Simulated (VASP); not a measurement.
A run of VASP 6.6.1 is set up as follows.

The input INCAR:

```
SYSTEM = CaPtCl6
ALGO = Normal
EDIFF = 1E-6
ENCUT = 520
GGA = PE
ISIF = 2
ISMEAR = 0
LASPH = .TRUE.
LCHARG = .FALSE.
LREAL = .FALSE.
LWAVE = .FALSE.
NBANDS = 41
NELM = 80
PREC = Accurate
SIGMA = 0.1
```

Contents of KPOINTS:

```
k-points
0
G
  4 4 4
  0 0 0
```

The input POSCAR:

```
CaPtCl6
1.0
    0.0000000000      5.3550000000      5.3550000000
    5.3550000000      0.0000000000      5.3550000000
    5.3550000000      5.3550000000      0.0000000000
Ca Pt Cl
1 1 6
Direct
    0.5000000000      0.5000000000      0.5000000000
    0.0000000000      0.0000000000      0.0000000000
    0.7500000000      0.2500000000      0.2500000000
    0.2500000000      0.7500000000      0.7500000000
    0.2500000000      0.7500000000      0.2500000000
    0.7500000000      0.2500000000      0.7500000000
    0.2500000000      0.2500000000      0.7500000000
    0.7500000000      0.7500000000      0.2500000000
```

Potentials or basis: VASP PAW PBE potentials, release 64 (Ca_sv, Pt, Cl).

Launch:

```console
$ cat potpaw_PBE.64/Ca_sv/POTCAR potpaw_PBE.64/Pt/POTCAR potpaw_PBE.64/Cl/POTCAR > POTCAR
$ mpirun -np 1 vasp_std > vasp.out
```

Q: Estimate the pressure.

A: -4.7 GPa.

Caveat: the cell stands under tension.
